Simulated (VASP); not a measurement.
# C (Pm-3m) in VASP: notebook

C is run at these levels: LDA; tasks: single point.

Program: VASP 6.6.1. These are calculated values, not measurements. Logs are shortened: lines on timing, memory, paths and dates and some standing lists are left out, and cuts for length are marked.

## Step 1: The cell of the first run

The structure is cubic, space group Pm-3m (No. 221). The conventional cell has a = 1.767 Å, b = 1.767 Å, c = 1.767 Å, α = 90.00°, β = 90.00°, γ = 90.00°. C (site symmetry m-3m) has 6 C at 1.77 Å within 2.3 Å.

## Step 2: Single point, LDA (volume scaled by 1.04)

File INCAR:

```
SYSTEM = C
  ALGO = Normal
  EDIFF = 1E-6
  ENCUT = 520
  GGA = CA
  ISIF = 2
  ISMEAR = -1
  LASPH = .True.
  LCHARG = .True.
  LELF = .True.
  LREAL = .False.
  LVHAR = .True.
  LWAVE = .False.
  NBANDS = 8
  NELM = 60
  PREC = Accurate
  SIGMA = 0.1
```

File KPOINTS:

```
k-points
0
Gamma
  20 20 20
  0 0 0
```

File POSCAR:

```
C
1.0
    1.7672764948      0.0000000000      0.0000000000
    0.0000000000      1.7672764948      0.0000000000
    0.0000000000      0.0000000000      1.7672764948
C
1
Direct
    0.0000000000      0.0000000000      0.0000000000
```

Potentials or basis: VASP PAW LDA potentials, release 64 (C).

The run is started by

```
> cat potpaw_LDA.64/C/POTCAR > POTCAR
> mpirun -np 1 vasp_std > vasp.out
```

OUTCAR:

```text
SYSTEM = C
   EDIFF = 1E-6
   ENCUT = 520
   GGA = CA
   ISIF = 2
   ISMEAR = -1
   LASPH = .True.
   LREAL = .False.
   NELM = 60
   PREC = Accurate

 ion  position               nearest neighbor table
   1  0.000  0.000  0.000-

  LATTYP: Found a simple cubic cell.
 ALAT       =     1.7672764948

  Lattice vectors:

 A1 = (   1.7672764948,   0.0000000000,   0.0000000000)
 A2 = (   0.0000000000,   1.7672764948,   0.0000000000)
 A3 = (   0.0000000000,   0.0000000000,   1.7672764948)

Analysis of symmetry for initial positions (statically):
=====================================================================
 Subroutine PRICEL returns:
 Original cell was already a primitive cell.

 Routine SETGRP: Setting up the symmetry group for a
 simple cubic supercell.

 Subroutine GETGRP returns: Found 48 space group operations
 (whereof 48 operations were pure point group operations)
 out of a pool of 48 trial point group operations.

The static configuration has the point symmetry O_h .

Analysis of symmetry for dynamics (positions and initial velocities):
=====================================================================
 Subroutine PRICEL returns:
 Original cell was already a primitive cell.

 Routine SETGRP: Setting up the symmetry group for a
 simple cubic supercell.

 Subroutine GETGRP returns: Found 48 space group operations
 (whereof 48 operations were pure point group operations)
 out of a pool of 48 trial point group operations.

The dynamic configuration has the point symmetry O_h .

 Subroutine INISYM returns: Found 48 space group operations
 (whereof 48 operations are pure point group operations),
 and found     1 'primitive' translations

----------------------------------------------------------------------------------------

                                     Primitive cell

  volume of cell :       5.5197

  direct lattice vectors                    reciprocal lattice vectors
     1.767276495  0.000000000  0.000000000     0.565842415  0.000000000  0.000000000
     0.000000000  1.767276495  0.000000000     0.000000000  0.565842415  0.000000000
     0.000000000  0.000000000  1.767276495     0.000000000  0.000000000  0.565842415

  length of vectors
     1.767276495  1.767276495  1.767276495     0.565842415  0.565842415  0.565842415

  position of ions in fractional coordinates (direct lattice)
[... 71 lines left out ...]
   ISPIN  =      1    spin polarized calculation?
   LNONCOLLINEAR =      F non collinear calculations
   LSORBIT =      F    spin-orbit coupling
   LASPH  =      T    aspherical Exc in radial PAW
   ENCUT  =  520.0 eV  38.22 Ry    6.18 a.u.   3.29  3.29  3.29*2*pi/ulx,y,z
   NELM   =     60;   NELMIN=  2; NELMDL= -5     # of ELM steps
   EDIFF  = 0.1E-05   stopping-criterion for ELM
   LREAL  =      F    real-space projection
   EDIFFG = 0.1E-04   stopping-criterion for IOM
   NSW    =      0    number of steps for IOM
   IBRION =     -1    ionic relax: 0-MD 1-quasi-New 2-CG
   NFREE  =      0    steps in history (QN), initial steepest desc. (CG)
   ISIF   =      2    stress and relaxation
   ISYM   =      2    0-nonsym 1-usesym 2-fastsym
   POTIM  = 0.5000    time-step for ionic-motion
   TEBEG  =    0.0;   TEEND  =   0.0 temperature during run
   PSTRESS=    0.0 pullay stress
   NELECT =       4.0000    total number of electrons
   NUPDOWN=      -1.0000    fix difference up-down
   EMIN   =  10.00;   EMAX   =-10.00  energy-range for DOS
   EFERMI =   0.00;   METHOD = LEGACY
   ISMEAR =    -1;   SIGMA  =   0.10  broadening in eV -4-tet -1-fermi 0-gaus
   EFERMI_NEDOS =   21; number of points for ismear=-14 and -15
   IALGO  =     38    algorithm
   IMIX   =      4    mixing-type and parameters
     AMIX     =   0.40;   BMIX     =  1.00
     AMIX_MAG =   1.60;   BMIX_MAG =  1.00
  volume/ion in A,a.u.               =       5.52        37.25
  Fermi-wavevector in a.u.,A,eV,Ry     =   1.470473  2.778791 29.419745  2.162290
  Thomas-Fermi vector in A             =   2.585725
   LORBIT       =      0    0 simple, 1 ext, 2 COOP (PROOUT), +10 PAW based schemes
   GGA     = CA    functional components
   LHFCALC =     F    Hartree Fock is set to
   AEXX    =    0.0000 exact exchange contribution
   IVDW    =     0    specifies the selected vdW correction
   LEPSILON=     F    determine dielectric tensor
   LRPA    =     F    only Hartree local field effects (RPA)
 non-spin polarized calculation
  energy-cutoff  :      520.00
  volume of cell :        5.52
 maximum number of plane-waves:       160
 NGX is ok and might be reduce to    14
   NGX =  7   NGY =  7   NGZ =  7

 number of electron       4.0000000 magnetization

 Free energy of the ion-electron system (eV)
  ---------------------------------------------------
  ext. energy  EPLUGINS =         0.00000000
  ---------------------------------------------------
  free energy    TOTEN  =        -7.49288353 eV

  energy without entropy =       -7.48064964  energy(sigma->0) =       -7.48676659

 E-fermi :  11.0144     XC(G=0): -13.9969

 val. band max:       11.0108639157   @ k =   0.2500   0.2000   0.1000
 cond. band min:      11.0176274163   @ k =   0.4000   0.4000   0.0500
 fundamental gap:      0.0067635006
 Fermi energy:        11.0143677301

 k-point     1 :       0.0000    0.0000    0.0000
  band No.  band energies     occupation
      1     -11.0632      2.00000
      2      20.3454      0.00000
      3      20.3454      0.00000
      4      20.3454      0.00000
      5      36.7881      0.00000
      6      36.7881      0.00000
      7      42.3118      0.00000
      8      67.1892      0.00000
[... 243 lines left out ...]
 k-point    24 :       0.2000    0.1000    0.0000
  band No.  band energies     occupation
      1      -9.1039      2.00000
      2      12.9425      0.00000
      3      19.2265      0.00000
      4      21.5815      0.00000
      5      40.3670      0.00000
      6      41.1572      0.00000
      7      46.1212      0.00000
      8      58.1173      0.00000

 [... further k-points ...]
[... 5 lines left out ...]
  --------------------------------------------------------------------------------------
  -------------------------------------------------------------------------------------
  Total       -0.3234399     -0.3234399     -0.3234399     -0.0000000     -0.0000000      0.0000000
  in kB      -93.8838040    -93.8838040    -93.8838040     -0.0000000     -0.0000000      0.0000000
  external PRESSURE =     -93.8838040 kB  Pullay stress =       0.0000000 kB

 VOLUME and BASIS-vectors are now :
 -----------------------------------------------------------------------------
  energy-cutoff  :      520.00
  volume of cell :        5.52
      direct lattice vectors                 reciprocal lattice vectors
     1.767276495  0.000000000  0.000000000     0.565842415  0.000000000  0.000000000
     0.000000000  1.767276495  0.000000000     0.000000000  0.565842415  0.000000000
     0.000000000  0.000000000  1.767276495     0.000000000  0.000000000  0.565842415

 POSITION                                       TOTAL-FORCE (eV/Angst)
 -----------------------------------------------------------------------------------
      0.00000      0.00000      0.00000         0.000000      0.000000      0.000000
 -----------------------------------------------------------------------------------
    total drift:                               -0.000000     -0.000000     -0.000000

  FREE ENERGIE OF THE ION-ELECTRON SYSTEM (eV)
  ---------------------------------------------------
  free  energy   TOTEN  =        -7.4928835305 eV

  energy  without entropy=       -7.4806496440  energy(sigma->0) =       -7.48676659
```

It took 7.4 s on 1 thread of Intel Xeon 8259CL, shared host; peak memory 0.11 GiB.

Results:

* Free energy: -7.4929 eV
* Pressure: -9.4 GPa
* Band gap on the k mesh: zero (band 2 reaches 20.35 eV, above the bottom of band 3 at 8.60 eV)

Levels at points of the mesh, in eV from the Fermi level:
```csv
k point,band 1,band 2,band 3,band 4,band 5,band 6
"(0.00, 0.00, 0.00)",-22.08,9.33,9.33,9.33,25.77,25.77
"(0.50, 0.00, 0.00)",-12.47,-12.28,12.64,12.64,29.56,33.72
"(0.50, 0.50, 0.00)",-6.07,-6.07,-2.42,8.11,15.30,41.72
"(0.50, 0.50, 0.50)",-0.98,-0.98,-0.98,9.07,17.57,17.57
```

Caveat: the cell differs from its parent crystal (volume scaled by 1.04).

## Step 3: Single point, LDA (volume scaled by 1.08)

File INCAR:

```
SYSTEM = C
PREC = Accurate ; ENCUT = 520
EDIFF = 1E-6 ; ISMEAR = -1
SIGMA = 0.1 ; LREAL = .FALSE.
LASPH = .TRUE. ; NELM = 80
ALGO = Normal ; ISIF = 2
LWAVE = .FALSE. ; LCHARG = .FALSE.
GGA = CA ; NBANDS = 8
```

File KPOINTS:

```
regular mesh
0
G
  20 20 20
  0 0 0
```

File POSCAR:

```
C
1.0
    1.7896494585      0.0000000000      0.0000000000
    0.0000000000      1.7896494585      0.0000000000
    0.0000000000      0.0000000000      1.7896494585
C
1
Direct
    0.0000000000      0.0000000000      0.0000000000
```

Potentials or basis: VASP PAW LDA potentials, release 64 (C).

The run is started by

```
> cat potpaw_LDA.64/C/POTCAR > POTCAR
> mpirun -np 1 vasp_std > vasp.out
```

Run time: 7.3 s. Hardware: 1 thread of Intel Xeon 8259CL, shared host; peak memory 0.11 GiB.

It converged, with:

| Item | Value |
| --- | --- |
| Free energy | -7.4732 eV |
| Pressure | -20.4 GPa |
| Band gap on the k mesh | zero (band 2 reaches 19.45 eV, above the bottom of band 3 at 7.79 eV) |

Levels at points of the mesh, in eV from the Fermi level:
```tsv
k point	band 1	band 2	band 3	band 4	band 5	band 6	band 7
(0.00, 0.00, 0.00)	-21.48	9.07	9.07	9.07	25.43	25.43	30.39
(0.50, 0.00, 0.00)	-12.23	-11.78	12.23	12.23	28.92	33.15	39.11
(0.50, 0.50, 0.00)	-5.79	-5.79	-2.59	8.24	14.78	40.79	40.79
(0.50, 0.50, 0.50)	-0.89	-0.89	-0.89	8.31	17.45	17.45	17.45
```

Caveat: the cell differs from its parent crystal (volume scaled by 1.08).

## Step 4: Single point, LDA (volume scaled by 1.12)

File INCAR:

```
SYSTEM = C
PREC = Accurate ; ENCUT = 520
EDIFF = 1E-6 ; ISMEAR = -1
SIGMA = 0.1 ; LREAL = .FALSE.
LASPH = .TRUE. ; NELM = 80
ALGO = Normal ; ISIF = 2
LWAVE = .FALSE. ; LCHARG = .TRUE.
GGA = CA ; LELF = .TRUE.
LVHAR = .TRUE. ; NBANDS = 8
```

KPOINTS is that of step 3.

File POSCAR:

```
C
1.0
    1.8114766030      0.0000000000      0.0000000000
    0.0000000000      1.8114766030      0.0000000000
    0.0000000000      0.0000000000      1.8114766030
C
1
Direct
    0.0000000000      0.0000000000      0.0000000000
```

The run is started by

```
> cat potpaw_LDA.64/C/POTCAR > POTCAR
> mpirun -np 1 vasp_std > vasp.out
```

It took 7.8 s on 1 thread of Intel Xeon 8259CL, shared host; peak memory 0.11 GiB.

It converged, with:

```
Free energy            : -7.4401 eV
Pressure               : -29.6 GPa
Band gap on the k mesh : zero (band 2 reaches 18.61 eV, above the bottom of band 3 at 7.03 eV)
```

Levels at points of the mesh, in eV from the Fermi level:
```
           k point  band 1  band 2  band 3  band 4  band 5  band 6  band 7
(0.00, 0.00, 0.00)  -20.93    8.81    8.81    8.81   25.09   25.09   29.52
(0.50, 0.00, 0.00)  -12.02  -11.32   11.83   11.83   28.29   32.60   38.44
(0.50, 0.50, 0.00)   -5.54   -5.54   -2.77    8.35   14.27   39.91   39.91
(0.50, 0.50, 0.50)   -0.82   -0.82   -0.82    7.60   17.32   17.32   17.32
```

Caveat: the cell differs from its parent crystal (volume scaled by 1.12).

## Step 5: Single point, LDA

This run uses another cell than the first one, of 5.31 Å³/atom, 0.962 times its volume.

File INCAR:

```
  ALGO = Normal
  EDIFF = 1E-7
  ENCUT = 520
  GGA = CA
  ISIF = 2
  ISMEAR = -1
  LASPH = True
  LCHARG = False
  LREAL = False
  LWAVE = False
  NBANDS = 8
  NELM = 100
  PREC = Accurate
  SIGMA = 0.1
```

File KPOINTS:

```
k-points
0
Gamma
  29 29 29
```

File POSCAR:

```
C
1.0
    1.7443222539      0.0000000000      0.0000000000
    0.0000000000      1.7443222539      0.0000000000
    0.0000000000      0.0000000000      1.7443222539
C
1
Direct
    0.0000000000      0.0000000000      0.0000000000
```

Potentials or basis: VASP PAW LDA potentials, release 64 (C).

The run is started by

```
> cat potpaw_LDA.64/C/POTCAR > POTCAR
> mpirun -np 1 vasp_std > vasp.out
```

OUTCAR:

```text
EDIFF = 1E-7
   ENCUT = 520
   GGA = CA
   ISIF = 2
   ISMEAR = -1
   LASPH = True
   LREAL = False
   NELM = 100
   PREC = Accurate

 ion  position               nearest neighbor table
   1  0.000  0.000  0.000-

  LATTYP: Found a simple cubic cell.
 ALAT       =     1.7443222539

  Lattice vectors:

 A1 = (   1.7443222539,   0.0000000000,   0.0000000000)
 A2 = (   0.0000000000,   1.7443222539,   0.0000000000)
 A3 = (   0.0000000000,   0.0000000000,   1.7443222539)

Analysis of symmetry for initial positions (statically):
[... 434 lines left out ...]
      2       7.5969      2.00000
      3      23.2300      0.00000
      4      23.5318      0.00000
      5      42.3084      0.00000
      6      42.3308      0.00000
      7      52.5038      0.00000
      8      56.1782      0.00000

 [... further k-points ...]
[... 5 lines left out ...]
  --------------------------------------------------------------------------------------
  -------------------------------------------------------------------------------------
  Total        0.1264609      0.1264609      0.1264609      0.0000000      0.0000000     -0.0000000
  in kB       38.1756686     38.1756686     38.1756686      0.0000000      0.0000000     -0.0000000
  external PRESSURE =      38.1756686 kB  Pullay stress =       0.0000000 kB

 VOLUME and BASIS-vectors are now :
 -----------------------------------------------------------------------------
  energy-cutoff  :      520.00
  volume of cell :        5.31
      direct lattice vectors                 reciprocal lattice vectors
     1.744322254  0.000000000  0.000000000     0.573288564  0.000000000  0.000000000
     0.000000000  1.744322254  0.000000000     0.000000000  0.573288564  0.000000000
     0.000000000  0.000000000  1.744322254     0.000000000  0.000000000  0.573288564

 POSITION                                       TOTAL-FORCE (eV/Angst)
 -----------------------------------------------------------------------------------
      0.00000      0.00000      0.00000         0.000000      0.000000      0.000000
 -----------------------------------------------------------------------------------
    total drift:                               -0.000000     -0.000000     -0.000000

  FREE ENERGIE OF THE ION-ELECTRON SYSTEM (eV)
  ---------------------------------------------------
  free  energy   TOTEN  =        -7.5034314315 eV

  energy  without entropy=       -7.4955986400  energy(sigma->0) =       -7.49951504
```

stdout:

```text
POSCAR found type information on POSCAR C
 POSCAR found :  1 types and       1 ions
 scaLAPACK will be used
 LDA part: xc-table for (Slater(with rela. corr.)+CA(PZ))
 , standard interpolation
 POSCAR, INCAR and KPOINTS ok, starting setup
 FFT: planning ... GRIDC
 FFT: planning ... GRID_SOFT
 FFT: planning ... GRID
 WAVECAR not read
 entering main loop
```

Run time: 19 s. Hardware: 1 thread of Intel Xeon 8259CL, shared host; peak memory 0.12 GiB.

Results:

- Free energy: -7.5034 eV
- Pressure: 3.8 GPa
- Band gap on the k mesh: zero (band 2 reaches 21.31 eV, above the bottom of band 3 at 9.63 eV)

## Step 6: Overview

```csv
cell,k mesh,gap on the mesh (eV),pressure (GPa)
"a = 1.767 Å, 1 atom",20 × 20 × 20,none,-9.4
"a = 1.790 Å, 1 atom",20 × 20 × 20,none,-20.4
"a = 1.811 Å, 1 atom",20 × 20 × 20,none,-29.6
"a = 1.744 Å, 1 atom",29 × 29 × 29,none,3.8
```

Alike in all rows: task single point; level LDA; potentials or basis VASP PAW LDA potentials, release 64 (C); no spin polarisation; cutoff (eV) 520; smearing fermi-dirac 0.1 eV.

Absolute energies hang on the potentials; compare differences alone.
